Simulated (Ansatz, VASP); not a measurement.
Given: the input of a run of VASP 6.6.1 on CuO.

File INCAR:

```
SYSTEM = CuO
PREC = Accurate
ENCUT = 700
EDIFF = 1E-6
ISMEAR = -1
SIGMA = 0.05
LREAL = .FALSE.
LASPH = .TRUE.
NELM = 120
ALGO = Normal
ISIF = 2
LWAVE = .FALSE.
LCHARG = .FALSE.
GGA = RP
NBANDS = 33
GGA_COMPAT = .FALSE.
```

Contents of KPOINTS:

```
regular mesh
0
G
  10 10 5
  0 0 0
```

POSCAR

```
CuO
1.0
    2.2967863347     -1.6784226623      0.0000000000
    2.2967863347      1.6784226623      0.0000000000
   -0.8429827377      0.0000000000      4.9561566325
Cu O
2 2
Direct
    0.0032000000      0.4968000000      0.0000000000
    0.4968000000      0.0032000000      0.5000000000
    0.5714000000      0.4056000000      0.2537000000
    0.4056000000      0.5714000000      0.7537000000
```

Potentials or basis: VASP PAW PBE potentials, release 64 (Cu_sv_GW, O).

Command:

```bash
$ cat potpaw_PBE.64/Cu_sv_GW/POTCAR potpaw_PBE.64/O/POTCAR > POTCAR
$ mpirun -np 1 vasp_std > vasp.out
```

Set up the same calculation for Ansatz 0.2.0. Potentials there: Ansatz PAW.

As run (the cutoff follows the program's own potentials):

Contents of input.yaml:

```yaml
crystal:
  lattice:
    - [2.2967863347, -1.6784226623, 0.0]
    - [2.2967863347, 1.6784226623, 0.0]
    - [-0.8429827377, 0.0, 4.9561566325]
  atoms:
    - { symbol: Cu, position: [0.0032, 0.4968, 0.0] }
    - { symbol: Cu, position: [0.4968, 0.0032, 0.5] }
    - { symbol: O, position: [0.5714, 0.4056, 0.2537] }
    - { symbol: O, position: [0.4056, 0.5714, 0.7537] }
hamiltonian:
  xc: rpbe
  pseudopotentials: { kind: paw }
kpoints:
  mp_grid: { grid: [10, 10, 5] }
scf:
  occupations: { method: fermi_dirac, width: 0.05 }
output:
  forces: true
  stress: true
  eigenvalues: true
```

Potentials or basis: Ansatz PAW.

Command:

```sh
$ ansatz run input.yaml --threads 2 --pin off --max-ram 5632MiB --backend cpu --events-out ev --progress --plain --runs-dir out
```

Both were run:

|  | VASP | Ansatz | Ansatz less VASP |
| --- | --- | --- | --- |
| gap on the k mesh at the Fermi level (eV) | none | none | - |
| pressure (GPa) | 21.8 | 25.0 | +3.20 |
| traceless stress, the component that is largest in VASP (GPa) | -4.12 | -4.16 | -0.047 |
| rms of the force components (eV/Å) | 0.539 | 0.537 | -0.0020 |

VASP's potentials were made for PBE, not for RPBE. Atom by atom the forces differ by 0.004 eV/Å (rms over components). A gap of «none» marks a metal or a gap that the smearing closes.
